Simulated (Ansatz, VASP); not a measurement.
**NaCl in VASP and in Ansatz**

The input INCAR:

```
SYSTEM = NaCl
PREC = Accurate ; ENCUT = 520
EDIFF = 1E-7 ; ISMEAR = 0
SIGMA = 0.01 ; LREAL = .FALSE.
LASPH = .TRUE. ; NELM = 80
ALGO = Normal ; ISIF = 2
LWAVE = .FALSE. ; LCHARG = .TRUE.
LELF = .TRUE. ; LVHAR = .TRUE.
NBANDS = 14
```

KPOINTS

```
Automatic mesh
0
G
  8 8 8
  0 0 0
```

Contents of POSCAR:

```
NaCl
1.0
    0.0000000000      2.7185326392      2.7185326392
    2.7185326392      0.0000000000      2.7185326392
    2.7185326392      2.7185326392      0.0000000000
Na Cl
1 1
Direct
    0.0000000000      0.0000000000      0.0000000000
    0.5000000000      0.5000000000      0.5000000000
```

Input for Ansatz:

```yaml
crystal:
  lattice:
    - [0.0, 2.71853263922, 2.71853263922]
    - [2.71853263922, 0.0, 2.71853263922]
    - [2.71853263922, 2.71853263922, 0.0]
  atoms:
    - { symbol: Na, position: [0.0, 0.0, 0.0] }
    - { symbol: Cl, position: [0.5, 0.5, 0.5] }
kpoints:
  mp_grid: { grid: [8, 8, 8] }
scf:
  occupations: { method: fixed }
  convergence: { dr2_threshold: 1.0e-10 }
hamiltonian:
  xc: lda
  pseudopotentials: { kind: paw }
output:
  forces: true
  stress: true
  eigenstates:
    kpoints:
      - [0.0, 0.0, 0.0]
      - [-0.5, 0.0, -0.5]
      - [0.0, -0.5, -0.5]
      - [-0.5, -0.5, 0.0]
      - [-0.5, 0.0, 0.0]
      - [0.0, -0.5, 0.0]
      - [0.0, 0.0, -0.5]
      - [-0.5, -0.5, -0.5]
  eigenvalues: true
```

Alike in both runs: task single point; functional LDA; k mesh 8 × 8 × 8; no spin polarisation.

|  | VASP | Ansatz |
| --- | --- | --- |
| version | VASP 6.6.1 | Ansatz 0.2.0 |
| potentials or method | VASP PAW LDA potentials, release 64 (Na_pv, Cl) | PAW with Ansatz's default frozen-core files, scalar-relativistic |
| plane-wave cutoff (eV) | 520 | 420 |
| occupations | gaussian, width 0.01 eV | fixed |
| valence electrons in the cell | 14 | 16 |

VASP gave:

| Item | Value |
| --- | --- |
| gap on the k mesh at the Fermi level (eV) | 5.15 |
| pressure (GPa) | 0.5 |

What did Ansatz give for the same quantities?

gap on the k mesh at the Fermi level (eV): 5.14; pressure (GPa): 0.5.

LDA's correlation is that of Perdew and Zunger in VASP and of Perdew and Wang (1992) in Ansatz. VASP's potentials hold 14 valence electrons a cell and Ansatz's 16, so a difference there can come from the potentials and not from the codes.
